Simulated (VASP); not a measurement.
Input of a VASP 6.6.1 run:

INCAR

```
PREC = Accurate
ENCUT = 520
EDIFF = 1E-6
ISMEAR = 0
SIGMA = 0.02
LREAL = False
LASPH = True
NELM = 150
ALGO = Normal
ISIF = 2
LWAVE = False
LCHARG = False
LMAXMIX = 4
LDAU = True
LDAUTYPE = 2
LDAUL = 2 -1
LDAUU = 4 0
LDAUJ = 0 0
LDAUPRINT = 1
GGA = PE
NBANDS = 33
```

Contents of KPOINTS:

```
regular mesh
0
Gamma
  8 8 8
```

Contents of POSCAR:

```
TiO2
1.0
   -1.8731785136      1.8731785136      4.4671791962
    1.8731785136     -1.8731785136      4.4671791962
    1.8731785136      1.8731785136     -4.4671791962
Ti O
2 4
Direct
    0.0000000000      0.0000000000      0.0000000000
    0.7500000000      0.2500000000      0.5000000000
    0.2172990208      0.2172990208      0.0000000000
    0.9672990208      0.4672990208      0.5000000000
    0.5327009792      0.0327009792      0.5000000000
    0.7827009792      0.7827009792      0.0000000000
```

Potentials or basis: VASP PAW PBE potentials, release 64 (Ti_sv, O).

The run is started by

```console
$ cat potpaw_PBE.64/Ti_sv/POTCAR potpaw_PBE.64/O/POTCAR > POTCAR
$ mpirun -np 1 vasp_std > vasp.out
```

Q: Predict the band gap on the k mesh.

A: 2.52 eV, indirect (least direct gap 3.12 eV).

Q: Estimate the largest force.

A: 0.215 eV/Å.

Q: Predict the pressure.

A: 31.7 GPa.

Eigenvalues of the final occupation matrices:
| site | spin | trace | eigenvalues |
| --- | --- | --- | --- |
| site 1 d | 1 | 0.87 | 0.11 0.11 0.11 0.27 0.27 |
| site 1 d | 2 | 0.87 | 0.11 0.11 0.11 0.27 0.27 |
| site 2 d | 1 | 0.87 | 0.11 0.11 0.11 0.27 0.27 |
| site 2 d | 2 | 0.87 | 0.11 0.11 0.11 0.27 0.27 |

 A k mesh can miss the band edges.
